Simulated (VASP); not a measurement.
Write the native input for VASP 6.6.1 that does the following.

| Item | Value |
| --- | --- |
| Task | relaxation of cell and atoms |
| Functional | PBE |
| Potentials or basis | VASP PAW PBE potentials, release 64 (Al, Fe) |
| Cutoff | 600 eV |
| k mesh | 14 × 14 × 14 |
| Occupations | gaussian, width 0.1 eV |
| Spin | collinear spin, ferromagnetic start |
| Starting moments | [0.0, 0.85] μB |
| Dipole correction | no |
| Further INCAR settings | ALGO = Normal; EDIFF = 1e-06; IBRION = 2; EDIFFG = -0.005; NSW = 100; ISIF = 3 |

The structure of AlFe lies in POSCAR:

```
AlFe
1.0
    2.9100000000      0.0000000000      0.0000000000
    0.0000000000      2.9100000000      0.0000000000
    0.0000000000      0.0000000000      2.9100000000
Al Fe
1 1
Direct
    0.0000000000      0.0000000000      0.0000000000
    0.5000000000      0.5000000000      0.5000000000
```

The input as run:

INCAR

```
SYSTEM = AlFe
ALGO = Normal ; EDIFF = 1E-6
EDIFFG = -0.005 ; ENCUT = 600
GGA = PE ; IBRION = 2
ISIF = 3 ; ISMEAR = 0
ISPIN = 2 ; LASPH = .TRUE.
LCHARG = .FALSE. ; LMAXMIX = 4
LORBIT = 11 ; LREAL = .FALSE.
LWAVE = .FALSE. ; MAGMOM = 0 0.85
NELM = 150 ; NSW = 100
PREC = Accurate ; SIGMA = 0.1
```

KPOINTS

```
k-points
0
G
  14 14 14
  0 0 0
```

Potentials or basis: VASP PAW PBE potentials, release 64 (Al, Fe).

Command:

```sh
$ cat potpaw_PBE.64/Al/POTCAR potpaw_PBE.64/Fe/POTCAR > POTCAR
$ mpirun -np 1 vasp_std > vasp.out
```

Results of the run:

```json
{
  "Relaxed volume": "11.87 Å³/atom",
  "Relaxed cell": "a = 2.874 Å, b = 2.874 Å, c = 2.874 Å, α = 90.00°, β = 90.00°, γ = 90.00°",
  "Space group after relaxing (to 0.1 Å)": "Pm-3m (No. 221)",
  "Energy gained by relaxing": "8.9 meV/atom",
  "Ionic steps": "3",
  "Pressure after relaxing": "0.0 GPa",
  "Net moment": "0.67 μB per cell",
  "Site moments": "Al -0.02; Fe +0.71 μB",
  "Valence electrons inside the program's atomic spheres": "Al 0.84; Fe 7.42"
}
```

Wall time 58 s on 1 thread of Intel(R) Xeon(R) Platinum 8488C (Sapphire Rapids) (shared host), peak memory 0.18 GiB.
